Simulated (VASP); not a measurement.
## S: single point with LDA

The system is S.

```
CELL_PARAMETERS angstrom
0.00000 2.05418 1.96444
2.05418 0.00000 1.96444
2.05418 2.05418 0.00000
ATOMIC_POSITIONS crystal
S 0.00000 0.00000 0.00000
```

This cell differs from its parent crystal: strain +0.030 along x and y, -0.015 along z.

```
Program                : VASP 6.6.1
Task                   : single point
Functional             : LDA
Potentials or basis    : VASP PAW LDA potentials, release 64 (S)
Cutoff                 : 520 eV
k mesh                 : 20 × 20 × 20
Occupations            : gaussian, width 0.15 eV
Spin                   : no spin polarisation
Dipole correction      : no
Further INCAR settings : ALGO = Normal; EDIFF = 1e-06; NBANDS = 9
```

| Item | Value |
| --- | --- |
| Pressure | -9.5 GPa |
| Band gap on the k mesh | zero (bands 3 and 4 overlap by 5.51 eV) |

Stress tensor (GPa, compression positive):
```
 -8.34   0.00   0.00
  0.00  -8.34   0.00
  0.00   0.00 -11.76
```

Levels at points of the mesh, in eV from the Fermi level:
```csv
k point,band 1,band 2,band 3,band 4,band 5,band 6,band 7,band 8
"(0.00, 0.00, 0.00)",-16.22,2.94,2.94,2.96,11.92,11.92,12.48,13.50
"(0.50, 0.00, 0.00)",-12.38,-7.04,1.47,2.01,9.15,10.89,11.89,16.82
"(0.50, 0.50, 0.00)",-10.52,-5.85,-1.16,-1.16,5.02,5.79,21.43,22.75
"(0.50, 0.00, 0.50)",-11.04,-6.21,-0.81,-0.41,5.60,6.18,21.50,22.22
```

It took 91 s on 1 thread of Intel Xeon 8259CL, on a shared host, peak memory 0.19 GiB.

Caveat: the cell differs from its parent crystal (strain +0.030 along x and y, -0.015 along z); the cell stands under tension.
